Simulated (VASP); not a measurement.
# LiH (Fm-3m) in VASP: a series of runs

LiH is run at these levels: PBE; tasks: single point.

Everything below comes from runs of VASP 6.6.1. Logs are shortened: lines on timing, memory, paths and dates and some standing lists are left out, and cuts for length are marked.

### Step 1. The cell of the first run

The structure is cubic, space group Fm-3m (No. 225). The conventional cell has a = 3.924 Å, b = 3.924 Å, c = 3.924 Å, α = 90.00°, β = 90.00°, γ = 90.00°. Li (site symmetry m-3m) has 6 H at 1.96 Å within 2.6 Å. Within 2.6 Å of H (site symmetry m-3m) lie 6 Li at 1.96 Å.

### Step 2. Single point, PBE (volume changed by -6%)

INCAR reads:

```
SYSTEM = LiH
  ALGO = Normal
  EDIFF = 1E-6
  ENCUT = 520
  GGA = PE
  ISIF = 2
  ISMEAR = 0
  LASPH = .True.
  LCHARG = .False.
  LREAL = .False.
  LWAVE = .False.
  NBANDS = 9
  NELM = 80
  PREC = Accurate
  SIGMA = 0.01
```

KPOINTS reads:

```
k-points
0
Gamma
  10 10 10
  0 0 0
```

POSCAR reads:

```
LiH
1.0
    0.0000000000      1.9621059471      1.9621059471
    1.9621059471      0.0000000000      1.9621059471
    1.9621059471      1.9621059471      0.0000000000
Li H
1 1
Direct
    0.0000000000      0.0000000000      0.0000000000
    0.5000000000      0.5000000000      0.5000000000
```

Potentials or basis: VASP PAW PBE potentials, release 64 (Li_sv, H).

On the command line:

```bash
cat potpaw_PBE.64/Li_sv/POTCAR potpaw_PBE.64/H/POTCAR > POTCAR
mpirun -np 1 vasp_std > vasp.out
```

OUTCAR:

```text
SYSTEM = LiH
   EDIFF = 1E-6
   ENCUT = 520
   GGA = PE
   ISIF = 2
   ISMEAR = 0
   LASPH = .True.
   LREAL = .False.
   NELM = 80
   PREC = Accurate

 ion  position               nearest neighbor table
   1  0.000  0.000  0.000-
   2  0.500  0.500  0.500-

  LATTYP: Found a face centered cubic cell.
 ALAT       =     3.9242118942

  Lattice vectors:

 A1 = (   0.0000000000,   1.9621059471,   1.9621059471)
 A2 = (   1.9621059471,   0.0000000000,   1.9621059471)
 A3 = (   1.9621059471,   1.9621059471,   0.0000000000)

Analysis of symmetry for initial positions (statically):
=====================================================================
 Subroutine PRICEL returns:
 Original cell was already a primitive cell.

 Routine SETGRP: Setting up the symmetry group for a
 face centered cubic supercell.

 Subroutine GETGRP returns: Found 48 space group operations
 (whereof 48 operations were pure point group operations)
 out of a pool of 48 trial point group operations.

The static configuration has the point symmetry O_h .

Analysis of symmetry for dynamics (positions and initial velocities):
=====================================================================
 Subroutine PRICEL returns:
 Original cell was already a primitive cell.

 Routine SETGRP: Setting up the symmetry group for a
 face centered cubic supercell.

 Subroutine GETGRP returns: Found 48 space group operations
 (whereof 48 operations were pure point group operations)
 out of a pool of 48 trial point group operations.

The dynamic configuration has the point symmetry O_h .

 Subroutine INISYM returns: Found 48 space group operations
 (whereof 48 operations are pure point group operations),
 and found     1 'primitive' translations

----------------------------------------------------------------------------------------

                                     Primitive cell

  volume of cell :      15.1077

  direct lattice vectors                    reciprocal lattice vectors
     0.000000000  1.962105947  1.962105947    -0.254828237  0.254828237  0.254828237
     1.962105947  0.000000000  1.962105947     0.254828237 -0.254828237  0.254828237
     1.962105947  1.962105947  0.000000000     0.254828237  0.254828237 -0.254828237

  length of vectors
     2.774836841  2.774836841  2.774836841     0.441375454  0.441375454  0.441375454

  position of ions in fractional coordinates (direct lattice)
     0.000000000  0.000000000  0.000000000
     0.500000000  0.500000000  0.500000000
[... 70 lines left out ...]
   ICHARG =      2    charge: 1-file 2-atom 10-const
   ISPIN  =      1    spin polarized calculation?
   LNONCOLLINEAR =      F non collinear calculations
   LSORBIT =      F    spin-orbit coupling
   LASPH  =      T    aspherical Exc in radial PAW
   ENCUT  =  520.0 eV  38.22 Ry    6.18 a.u.   5.16  5.16  5.16*2*pi/ulx,y,z
   NELM   =     80;   NELMIN=  2; NELMDL= -5     # of ELM steps
   EDIFF  = 0.1E-05   stopping-criterion for ELM
   LREAL  =      F    real-space projection
[... 7 lines left out ...]
   TEBEG  =    0.0;   TEEND  =   0.0 temperature during run
   PSTRESS=    0.0 pullay stress
   NELECT =       4.0000    total number of electrons
   NUPDOWN=      -1.0000    fix difference up-down
   EMIN   =  10.00;   EMAX   =-10.00  energy-range for DOS
   EFERMI =   0.00;   METHOD = LEGACY
   ISMEAR =     0;   SIGMA  =   0.01  broadening in eV -4-tet -1-fermi 0-gaus
   EFERMI_NEDOS =   21; number of points for ismear=-14 and -15
   IALGO  =     38    algorithm
   IMIX   =      4    mixing-type and parameters
     AMIX     =   0.40;   BMIX     =  1.00
     AMIX_MAG =   1.60;   BMIX_MAG =  1.00
  volume/ion in A,a.u.               =       7.55        50.98
  Fermi-wavevector in a.u.,A,eV,Ry     =   1.051225  1.986527 15.035447  1.105074
  Thomas-Fermi vector in A             =   2.186260
   LORBIT       =      0    0 simple, 1 ext, 2 COOP (PROOUT), +10 PAW based schemes
   GGA     = PE    functional components
   LHFCALC =     F    Hartree Fock is set to
   AEXX    =    0.0000 exact exchange contribution
   IVDW    =     0    specifies the selected vdW correction
   LEPSILON=     F    determine dielectric tensor
   LRPA    =     F    only Hartree local field effects (RPA)
 non-spin polarized calculation
 Gauss-broadening in eV      SIGMA  =   0.01
  energy-cutoff  :      520.00
  volume of cell :       15.11
 maximum number of plane-waves:       415
 NGX is ok and might be reduce to    24
   NGX = 11   NGY = 11   NGZ = 11

 number of electron       4.0000001 magnetization

 Free energy of the ion-electron system (eV)
  ---------------------------------------------------
  ext. energy  EPLUGINS =         0.00000000
  ---------------------------------------------------
  free energy    TOTEN  =        -6.11971365 eV

  energy without entropy =       -6.11971365  energy(sigma->0) =       -6.11971365

 E-fermi :   0.5774     XC(G=0):  -8.7190

 val. band max:        0.4007502577   @ k =   0.5000   0.5000   0.0000
 cond. band min:       3.3283909544   @ k =   0.5000   0.5000   0.0000
 fundamental gap:      2.9276406966
 Fermi energy:         0.5774210410

 k-point     1 :       0.0000    0.0000    0.0000
  band No.  band energies     occupation
      1     -43.8394      2.00000
      2      -5.2784      2.00000
      3      17.3308      0.00000
      4      18.9534      0.00000
      5      18.9534      0.00000
      6      18.9534      0.00000
      7      23.7887      0.00000
      8      23.7887      0.00000
      9      23.7887      0.00000
[... 265 lines left out ...]
 k-point    24 :       0.4000    0.3000    0.0000
  band No.  band energies     occupation
      1     -43.7774      2.00000
      2      -2.0636      2.00000
      3       7.2767      0.00000
      4      11.1790      0.00000
      5      12.5612      0.00000
      6      17.1973      0.00000
      7      18.7626      0.00000
      8      31.1918      0.00000
      9      31.6013      0.00000

 [... further k-points ...]
[... 5 lines left out ...]
  --------------------------------------------------------------------------------------
  -------------------------------------------------------------------------------------
  Total        0.2117630      0.2117630      0.2117630     -0.0000000      0.0000000      0.0000000
  in kB       22.4575976     22.4575976     22.4575976     -0.0000000      0.0000000      0.0000000
  external PRESSURE =      22.4575976 kB  Pullay stress =       0.0000000 kB

 VOLUME and BASIS-vectors are now :
 -----------------------------------------------------------------------------
  energy-cutoff  :      520.00
  volume of cell :       15.11
      direct lattice vectors                 reciprocal lattice vectors
     0.000000000  1.962105947  1.962105947    -0.254828237  0.254828237  0.254828237
     1.962105947  0.000000000  1.962105947     0.254828237 -0.254828237  0.254828237
     1.962105947  1.962105947  0.000000000     0.254828237  0.254828237 -0.254828237

 POSITION                                       TOTAL-FORCE (eV/Angst)
 -----------------------------------------------------------------------------------
      0.00000      0.00000      0.00000        -0.000000      0.000000      0.000000
      1.96211      1.96211      1.96211         0.000000     -0.000000     -0.000000
 -----------------------------------------------------------------------------------
    total drift:                                0.000000     -0.000000     -0.000000

  FREE ENERGIE OF THE ION-ELECTRON SYSTEM (eV)
  ---------------------------------------------------
  free  energy   TOTEN  =        -6.1197136486 eV

  energy  without entropy=       -6.1197136486  energy(sigma->0) =       -6.11971365
```

OSZICAR:

```text
N       E                     dE             d eps       ncg     rms          rms(c)
DAV:   1    -0.198274199210E+01   -0.19827E+01   -0.15511E+03   854   0.400E+02
DAV:   2    -0.631282975036E+01   -0.43301E+01   -0.43097E+01  1183   0.546E+01
DAV:   3    -0.636602922519E+01   -0.53199E-01   -0.53186E-01  1028   0.510E+00
DAV:   4    -0.636629439595E+01   -0.26517E-03   -0.26515E-03  1163   0.331E-01
DAV:   5    -0.636629516290E+01   -0.76695E-06   -0.76693E-06  1020   0.139E-02    0.291E+00
DAV:   6    -0.618161294878E+01    0.18468E+00   -0.14404E-01   957   0.120E+00    0.147E+00
DAV:   7    -0.611810646876E+01    0.63506E-01   -0.19166E-01   994   0.156E+00    0.223E-01
DAV:   8    -0.611978683106E+01   -0.16804E-02   -0.39301E-03  1020   0.416E-01    0.431E-02
DAV:   9    -0.611972138689E+01    0.65444E-04   -0.14790E-04  1096   0.501E-02    0.541E-03
DAV:  10    -0.611971439770E+01    0.69892E-05   -0.56946E-06   989   0.174E-02    0.223E-03
DAV:  11    -0.611971364860E+01    0.74910E-06   -0.17478E-07   627   0.187E-03
   1 F= -.61197136E+01 E0= -.61197136E+01  d E =-.472167-140
```

stdout:

```text
POSCAR found type information on POSCAR LiH
 POSCAR found :  2 types and       2 ions
 scaLAPACK will be used
 LDA part: xc-table for (Slater+PW92), standard interpolation
 POSCAR, INCAR and KPOINTS ok, starting setup
 FFT: planning ... GRIDC
 FFT: planning ... GRID_SOFT
 FFT: planning ... GRID
 WAVECAR not read
 entering main loop
```

Run time: 14 s. Hardware: 1 thread of AMD EPYC 7R13, shared host; peak memory 0.1 GiB.

Results:

| Property | Result |
| --- | --- |
| Free energy | -6.1197 eV |
| Band gap on the k mesh | 2.93 eV, direct |

Levels at points of the mesh, in eV from the valence-band top:
```tsv
k point	band 1	band 2	band 3	band 4	band 5	band 6	band 7
(0.00, 0.00, 0.00)	-44.24	-5.68	16.93	18.55	18.55	18.55	23.39
(0.50, 0.00, 0.00)	-44.18	-2.82	5.08	14.22	17.09	17.09	19.72
(0.50, 0.50, 0.00)	-44.16	0.00	2.93	11.13	11.13	14.37	18.20
```

Caveat: the cell differs from its parent crystal (volume changed by -6%); the cutoff is under 1.25 times the usual one of these potentials, so pressure, stress and relaxed cells hold a basis-set (Pulay) error. A k mesh can miss the band edges.

### Step 3. Single point, PBE (volume changed by -3%)

INCAR reads:

```
SYSTEM = LiH
ALGO = Normal
EDIFF = 1E-6
ENCUT = 520
GGA = PE
ISIF = 2
ISMEAR = 0
LASPH = .True.
LCHARG = .True.
LELF = .True.
LREAL = .False.
LVHAR = .True.
LWAVE = .False.
NBANDS = 9
NELM = 100
PREC = Accurate
SIGMA = 0.01
```

KPOINTS is that of step 2.

POSCAR reads:

```
LiH
1.0
    0.0000000000      1.9827612118      1.9827612118
    1.9827612118      0.0000000000      1.9827612118
    1.9827612118      1.9827612118      0.0000000000
Li H
1 1
Direct
    0.0000000000      0.0000000000      0.0000000000
    0.5000000000      0.5000000000      0.5000000000
```

Potentials or basis: VASP PAW PBE potentials, release 64 (Li_sv, H).

On the command line:

```bash
cat potpaw_PBE.64/Li_sv/POTCAR potpaw_PBE.64/H/POTCAR > POTCAR
mpirun -np 1 vasp_std > vasp.out
```

Wall time 17 s (1 thread of AMD EPYC 7R13, shared host); peak memory 0.1 GiB.

Results (log left out):

| Item | Value |
| --- | --- |
| Free energy | -6.1253 eV |
| Band gap on the k mesh | 2.95 eV, direct |

Levels at points of the mesh, in eV from the valence-band top:
```tsv
k point	band 1	band 2	band 3	band 4	band 5	band 6
(0.00, 0.00, 0.00)	-44.26	-5.56	16.51	18.22	18.22	18.22
(0.50, 0.00, 0.00)	-44.21	-2.72	5.00	13.94	16.80	16.80
(0.50, 0.50, 0.00)	-44.19	0.00	2.95	10.97	10.97	14.18
```

Caveat: the cell differs from its parent crystal (volume changed by -3%); the cutoff is under 1.25 times the usual one of these potentials, so pressure, stress and relaxed cells hold a basis-set (Pulay) error. A k mesh can miss the band edges.

### Step 4. Single point, PBE

This run uses another cell than the first one, of 8.04 Å³/atom, 1.064 times its volume.

INCAR reads:

```
  PREC = Accurate
  ENCUT = 520
  EDIFF = 1E-6
  ISMEAR = 0
  SIGMA = 0.01
  LREAL = False
  LASPH = True
  NELM = 100
  ALGO = Normal
  ISIF = 2
  LWAVE = False
  LCHARG = False
  GGA = PE
  NBANDS = 9
```

KPOINTS reads:

```
regular mesh
0
Gamma
  10 10 10
```

POSCAR reads:

```
LiH
1.0
    0.0000000000      2.0029948666      2.0029948666
    2.0029948666      0.0000000000      2.0029948666
    2.0029948666      2.0029948666      0.0000000000
Li H
1 1
Direct
    0.0000000000      0.0000000000      0.0000000000
    0.5000000000      0.5000000000      0.5000000000
```

Potentials or basis: VASP PAW PBE potentials, release 64 (Li_sv, H).

On the command line:

```bash
cat potpaw_PBE.64/Li_sv/POTCAR potpaw_PBE.64/H/POTCAR > POTCAR
mpirun -np 1 vasp_std > vasp.out
```

OUTCAR:

```text
PREC = Accurate
   ENCUT = 520
   EDIFF = 1E-6
   ISMEAR = 0
   LREAL = False
   LASPH = True
   NELM = 100
   ISIF = 2
   GGA = PE

 ion  position               nearest neighbor table
   1  0.000  0.000  0.000-
   2  0.500  0.500  0.500-

  LATTYP: Found a face centered cubic cell.
 ALAT       =     4.0059897332

  Lattice vectors:

 A1 = (   0.0000000000,   2.0029948666,   2.0029948666)
 A2 = (   2.0029948666,   0.0000000000,   2.0029948666)
 A3 = (   2.0029948666,   2.0029948666,   0.0000000000)

Analysis of symmetry for initial positions (statically):
=====================================================================
 Subroutine PRICEL returns:
 Original cell was already a primitive cell.

 Routine SETGRP: Setting up the symmetry group for a
 face centered cubic supercell.

 Subroutine GETGRP returns: Found 48 space group operations
 (whereof 48 operations were pure point group operations)
 out of a pool of 48 trial point group operations.

The static configuration has the point symmetry O_h .

Analysis of symmetry for dynamics (positions and initial velocities):
=====================================================================
[... 162 lines left out ...]
 cond. band min:       3.0779833158   @ k =   0.5000   0.5000   0.0000
 fundamental gap:      2.9778203792
 Fermi energy:         0.1513287832

 k-point     1 :       0.0000    0.0000    0.0000
  band No.  band energies     occupation
      1     -44.1887      2.00000
      2      -5.3403      2.00000
      3      16.2201      0.00000
      4      18.0107      0.00000
      5      18.0107      0.00000
      6      18.0107      0.00000
      7      22.7296      0.00000
      8      22.7296      0.00000
      9      22.7297      0.00000
[... 265 lines left out ...]
 k-point    24 :       0.4000    0.3000    0.0000
  band No.  band energies     occupation
      1     -44.1397      2.00000
      2      -2.2202      2.00000
      3       6.7945      0.00000
      4      10.5842      0.00000
      5      11.9115      0.00000
      6      16.3494      0.00000
      7      17.6849      0.00000
      8      29.7082      0.00000
      9      30.1718      0.00000

 [... further k-points ...]
[... 5 lines left out ...]
  --------------------------------------------------------------------------------------
  -------------------------------------------------------------------------------------
  Total       -0.0221559     -0.0221559     -0.0221559     -0.0000000      0.0000000     -0.0000000
  in kB       -2.2086663     -2.2086663     -2.2086663     -0.0000000      0.0000000     -0.0000000
  external PRESSURE =      -2.2086663 kB  Pullay stress =       0.0000000 kB

 VOLUME and BASIS-vectors are now :
 -----------------------------------------------------------------------------
  energy-cutoff  :      520.00
  volume of cell :       16.07
      direct lattice vectors                 reciprocal lattice vectors
     0.000000000  2.002994867  2.002994867    -0.249626201  0.249626201  0.249626201
     2.002994867  0.000000000  2.002994867     0.249626201 -0.249626201  0.249626201
     2.002994867  2.002994867  0.000000000     0.249626201  0.249626201 -0.249626201

 POSITION                                       TOTAL-FORCE (eV/Angst)
 -----------------------------------------------------------------------------------
      0.00000      0.00000      0.00000        -0.000000      0.000000     -0.000000
      2.00299      2.00299      2.00299         0.000000     -0.000000      0.000000
 -----------------------------------------------------------------------------------
    total drift:                                0.000000     -0.000000     -0.000000

  FREE ENERGIE OF THE ION-ELECTRON SYSTEM (eV)
  ---------------------------------------------------
  free  energy   TOTEN  =        -6.1270840498 eV

  energy  without entropy=       -6.1270840498  energy(sigma->0) =       -6.12708405
```

It took 16 s on 1 thread of AMD EPYC 7R13, shared host; peak memory 0.1 GiB.

Results:

* Free energy: -6.1271 eV
* Band gap on the k mesh: 2.98 eV, direct

Caveat: the cutoff is under 1.25 times the usual one of these potentials, so pressure, stress and relaxed cells hold a basis-set (Pulay) error.

### Step 5. The runs side by side

| cell | gap on the mesh (eV) |
| --- | --- |
| a = 2.775 Å, angles 60.0°, 2 atoms | 2.93 |
| a = 2.804 Å, angles 60.0°, 2 atoms | 2.95 |
| a = 2.833 Å, angles 60.0°, 2 atoms | 2.98 |

Alike in all rows: task single point; level PBE; potentials or basis VASP PAW PBE potentials, release 64 (Li_sv, H); no spin polarisation; k mesh 10 × 10 × 10; cutoff (eV) 520; smearing gaussian 0.01 eV.

Caveats: the cutoff is under 1.25 times the usual one of these potentials, so pressure, stress and relaxed cells hold a basis-set (Pulay) error.

Total energies depend on the potentials used, so only differences within one code and one set of settings carry meaning.
